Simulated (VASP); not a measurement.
ZnCd2Te3:

```
CELL_PARAMETERS angstrom
4.41505 0.00000 0.00000
-2.20752 3.82354 0.00000
0.00000 0.00000 10.72959
ATOMIC_POSITIONS crystal
Zn 0.33333 0.66667 0.66411
Cd 0.00000 0.00000 0.99686
Cd 0.66667 0.33333 0.33764
Te 0.00000 0.00000 0.25037
Te 0.66667 0.33333 0.59209
Te 0.33333 0.66667 0.90893
```

| Quantity | Value |
| --- | --- |
| Program | VASP 6.6.1 |
| Task | relaxation of cell and atoms |
| Functional | PBEsol |
| Potentials or basis | VASP PAW PBE potentials, release 64 (Zn, Cd, Te) |
| Cutoff | 600 eV |
| k mesh | 6 × 6 × 2 |
| Occupations | fermi-dirac, width 0.03 eV |
| Spin | no spin polarisation |

At the start: pressure 3.3 GPa; volume 30.19 Å³/atom.

Q: How do energy, volume and symmetry change on relaxing?

A: Over 9 steps the energy falls by 22.7 meV/atom and the volume is 32.11 Å³/atom (+6.4 %); space group P3m1 (No. 156, to 0.05 Å).

Step by step:
```
step  energy change (eV)  largest force (eV/Å)  pressure (GPa)  volume (Å³)
   1              0.0000                0.4441            3.29       181.13
   2             -0.1109                0.1908           -1.03       197.88
   3             -0.1247                0.2488           -0.08       193.39
   4             -0.1291                0.1688           -0.04       193.20
   5             -0.1338                0.1386            0.04       192.70
   6             -0.1357                0.0804           -0.03       192.93
   7             -0.1362                0.0272           -0.09       193.12
   8             -0.1363                0.0157            0.09       192.33
   9             -0.1364                0.0095            0.01       192.69
```

Final structure:
```cif
data_structure
_symmetry_space_group_name_H-M 'P 1'
_symmetry_Int_Tables_number 1
_cell_length_a 4.4875
_cell_length_b 4.4875
_cell_length_c 11.0489
_cell_angle_alpha 90.000
_cell_angle_beta 90.000
_cell_angle_gamma 120.000
_cell_volume 192.69
loop_
_atom_site_label
_atom_site_type_symbol
_atom_site_fract_x
_atom_site_fract_y
_atom_site_fract_z
_atom_site_occupancy
Zn1 Zn 0.33333 0.66667 0.66530 1
Cd1 Cd 0.00000 0.00000 0.99542 1
Cd2 Cd 0.66667 0.33333 0.34177 1
Te1 Te 0.00000 0.00000 0.24861 1
Te2 Te 0.66667 0.33333 0.59580 1
Te3 Te 0.33333 0.66667 0.90311 1
```

Caveat: the PAW data sets were made with another functional, which shifts forces and pressure a little.
